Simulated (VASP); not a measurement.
Input of a VASP 6.6.1 run:

The input INCAR:

```
SYSTEM = TiO2
ALGO = Normal
EDIFF = 1E-6
ENCUT = 520
GGA = PE
ISIF = 2
ISMEAR = 0
ISPIN = 2
ISYM = 0
LASPH = .TRUE.
LCHARG = .FALSE.
LDAU = .TRUE.
LDAUJ = 0 0
LDAUL = 2 -1
LDAUPRINT = 1
LDAUTYPE = 2
LDAUU = 3 0
LMAXMIX = 4
LORBIT = 11
LREAL = .FALSE.
LUSENCCL = .FALSE.
LWAVE = .FALSE.
MAGMOM = 1 1 1 1 0 0 0 0 0 0 0 0
NBANDS = 64
NELM = 150
PREC = Accurate
SIGMA = 0.03
```

The input KPOINTS:

```
k-points
0
G
  4 4 3
  0 0 0
```

POSCAR

```
TiO2
1.0
   -1.8925000000      1.8925000000      4.7598000000
    1.8925000000     -1.8925000000      4.7598000000
    3.7850000000      3.7850000000     -9.5196000000
Ti O
4 8
Direct
    0.0000000000      0.0000000000      0.0000000000
    0.0000000000      0.0000000000      0.5000000000
    0.7500000000      0.2500000000      0.2500000000
    0.7500000000      0.2500000000      0.7500000000
    0.2101700000      0.2101700000      0.0000000000
    0.2101700000      0.2101700000      0.5000000000
    0.9601700000      0.4601700000      0.2500000000
    0.9601700000      0.4601700000      0.7500000000
    0.5398300000      0.0398300000      0.2500000000
    0.5398300000      0.0398300000      0.7500000000
    0.7898300000      0.7898300000      0.0000000000
    0.7898300000      0.7898300000      0.5000000000
```

Potentials or basis: VASP PAW PBE potentials, release 64 (Ti_sv, O).

Command:

```sh
$ cat potpaw_PBE.64/Ti_sv/POTCAR potpaw_PBE.64/O/POTCAR > POTCAR
$ mpirun -np 1 vasp_std > vasp.out
```

Q: Estimate the pressure.

A: 10.1 GPa.

Q: What does it give for the net moment?

A: 0.00 μB per cell.

Q: Predict the largest force.

A: 0.117 eV/Å.

Eigenvalues of the final occupation matrices:
```csv
site,spin,trace,eigenvalues
site 1 d,1,0.83,0.11 0.11 0.11 0.25 0.26
site 1 d,2,0.83,0.11 0.11 0.11 0.25 0.26
site 2 d,1,0.83,0.11 0.11 0.11 0.25 0.26
site 2 d,2,0.83,0.11 0.11 0.11 0.25 0.26
site 3 d,1,0.83,0.11 0.11 0.11 0.25 0.26
site 3 d,2,0.83,0.11 0.11 0.11 0.25 0.26
site 4 d,1,0.83,0.11 0.11 0.11 0.25 0.26
site 4 d,2,0.83,0.11 0.11 0.11 0.25 0.26
```

Caveat: the cell stands under pressure; an odd mesh through Γ misses points on the zone boundary, where band edges can lie.
